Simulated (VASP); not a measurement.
Wanted: the native input for a VASP 6.6.1 run.

- Task: single point
- Functional: PBE
- Potentials or basis: VASP PAW PBE potentials, release 64 (Al, P)
- Cutoff: 500 eV
- k mesh: 8 × 8 × 8
- Occupations: gaussian, width 0.02 eV
- Spin: no spin polarisation
- Dipole correction: no
- Further INCAR settings: ALGO = Normal; EDIFF = 1e-06; NBANDS = 11

The structure of AlP lies in POSCAR:

```
AlP
1.0
    0.0000000000      2.7255865465      2.7255865465
    2.7255865465      0.0000000000      2.7255865465
    2.7255865465      2.7255865465      0.0000000000
Al P
1 1
Direct
    0.0000000000      0.0000000000      0.0000000000
    0.2500000000      0.2500000000      0.2500000000
```

This cell differs from its parent crystal: volume scaled by 0.97.

One way to write it, as run:

INCAR

```
PREC = Accurate ; ENCUT = 500
EDIFF = 1E-6 ; ISMEAR = 0
SIGMA = 0.02 ; LREAL = False
LASPH = True ; NELM = 120
ALGO = Normal ; ISIF = 2
LWAVE = False ; LCHARG = False
GGA = PE ; NBANDS = 11
GGA_COMPAT = False
```

KPOINTS

```
regular mesh
0
Gamma
  8 8 8
```

Potentials or basis: VASP PAW PBE potentials, release 64 (Al, P).

The run is started by

```bash
$ cat potpaw_PBE.64/Al/POTCAR potpaw_PBE.64/P/POTCAR > POTCAR
$ mpirun -np 1 vasp_std > vasp.out
```

It gave:

```yaml
Pressure: 2.6 GPa
Band_gap_on_the_k_mesh: 1.57 eV, indirect (least direct gap 3.35 eV)
```

Wall time 5.3 s on 1 thread of Intel(R) Xeon(R) Platinum 8559C (Emerald Rapids) (shared host), peak memory 0.15 GiB.
